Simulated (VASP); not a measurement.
Si, 2 atoms in the cell. It takes space group Fd-3m (No. 227, cubic). Conventional cell: a = 5.513 Å, b = 5.513 Å, c = 5.513 Å, α = 90.00°, β = 90.00°, γ = 90.00°. Si (site symmetry -43m) has 4 Si at 2.39 Å within 3.2 Å.  This cell differs from its parent crystal: volume 20.944 Å^3 an atom, c/a of the conventional cell 1.0000.

```yaml
Program: VASP 6.6.1
Task: single point
Functional: PBE
Potentials_or_basis: VASP PAW PBE potentials, release 64 (Si)
Cutoff: 520 eV
k_mesh: 10 × 10 × 10
Occupations: gaussian, width 0.05 eV
Spin: no spin polarisation
Dipole_correction: no
Further_INCAR_settings: ALGO = Normal; EDIFF = 1e-06; NBANDS = 11
```

Potentials or basis: VASP PAW PBE potentials, release 64 (Si).

Run with:

```bash
$ cat potpaw_PBE.64/Si/POTCAR > POTCAR
$ mpirun -np 1 vasp_std > vasp.out
```

Hardware: 1 thread of Intel(R) Xeon(R) Platinum 8488C (Sapphire Rapids) (shared host).

Q: How long does it take, and how much memory?

A: Run time: 19 s on 1 thread of Intel(R) Xeon(R) Platinum 8488C (Sapphire Rapids) (shared host), peak memory 0.16 GiB. Counts: scf iterations 11, k points 47.
